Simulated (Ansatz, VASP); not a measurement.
# HgTe in VASP and in Ansatz

```xyz
2
Lattice="0.0000 3.2145 3.2145 3.2145 0.0000 3.2145 3.2145 3.2145 0.0000" Properties=species:S:1:pos:R:3 pbc="T T T"
Hg    0.0000    0.0000    0.0000
Te    4.8217    4.8217    4.8217
```

Alike in both runs: task relaxation of cell and atoms; functional PBEsol; dispersion D3(BJ); k mesh 7 × 7 × 7; occupations fermi-dirac, width 0.05 eV; no spin polarisation.

|  | VASP | Ansatz |
| --- | --- | --- |
| version | VASP 6.6.1 | Ansatz 0.2.0 |
| potentials or method | VASP PAW PBE potentials, release 64 (Hg, Te) | Ansatz PAW |
| plane-wave cutoff (eV) | 600 | 420 |
| valence electrons in the cell | 18 | 36 |

```tsv
	VASP	Ansatz	Ansatz less VASP
gap on the k mesh at the Fermi level, each at its own relaxed structure (eV)	none	none	-
relaxed volume (Å³/atom)	33.39	33.22	-0.179
relaxed cell length with the largest relative difference (Å)	4.554	4.546	-0.0081
```

VASP's potentials were made for PBE, not for PBEsol. A gap of «none» marks a metal or a gap that the smearing closes. VASP's potentials hold 18 valence electrons a cell and Ansatz's 36, so a difference there can come from the potentials and not from the codes.

Spin-orbit coupling is off throughout. Noted on Ansatz's run: the plane-wave basis is chosen anew once the cell has moved, so the energies of steps on either side of that aren't comparable.
